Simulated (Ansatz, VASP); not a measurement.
Ir: VASP beside Ansatz

Contents of INCAR:

```
SYSTEM = Ir
PREC = Accurate
ENCUT = 560
EDIFF = 1E-6
ISMEAR = 0
SIGMA = 0.15
LREAL = .FALSE.
LASPH = .TRUE.
NELM = 120
ALGO = Normal
ISIF = 2
LWAVE = .FALSE.
LCHARG = .FALSE.
GGA = PS
NBANDS = 14
GGA_COMPAT = .FALSE.
```

Contents of KPOINTS:

```
Automatic mesh
0
G
  22 22 22
  0 0 0
```

Contents of POSCAR:

```
Ir
1.0
    0.0000000000      1.9197000000      1.8333135000
    1.9197000000      0.0000000000      1.8333135000
    1.9197000000      1.9197000000      0.0000000000
Ir
1
Direct
    0.0000000000      0.0000000000      0.0000000000
```

Input for Ansatz:

```yaml
crystal:
  lattice:
    - [0.0, 1.9197, 1.8333135]
    - [1.9197, 0.0, 1.8333135]
    - [1.9197, 1.9197, 0.0]
  atoms:
    - { symbol: Ir, position: [0.0, 0.0, 0.0] }
basis:
  ecutwfc: 420
kpoints:
  mp_grid: { grid: [22, 22, 22] }
hamiltonian:
  xc: pbesol
scf:
  occupations: { method: gaussian, width: 0.15 }
output:
  forces: true
  stress: true
  eigenvalues: true
```

Change from the starting cell: strain -0.0450 x Voigt [0, 0, 1, 0, 0, 0], atoms carried along.

Alike in both runs: task single point; functional PBEsol; k mesh 22 × 22 × 22; occupations gaussian, width 0.15 eV; no spin polarisation.

```csv
,VASP,Ansatz
version,VASP 6.6.1,Ansatz 0.2.0
potentials or method,"VASP PAW PBE potentials, release 64 (Ir_sv_GW), cutoff 560 eV","scalar-relativistic, plane waves, PAW"
valence electrons in the cell,17,17
```

Ansatz gave:

| Property | Result |
| --- | --- |
| gap on the k mesh at the Fermi level (eV) | none |
| pressure (GPa) | 17.2 |
| traceless stress, the component that is largest in VASP (GPa) | 12.68 |

Estimate VASP's values.

gap on the k mesh at the Fermi level (eV): none; pressure (GPa): 15.2; traceless stress, the component that is largest in VASP (GPa): 12.65.

VASP's potentials were made for PBE, not for PBEsol. A gap of «none» marks a metal or a gap that the smearing closes.

Neither program's run includes spin-orbit coupling.
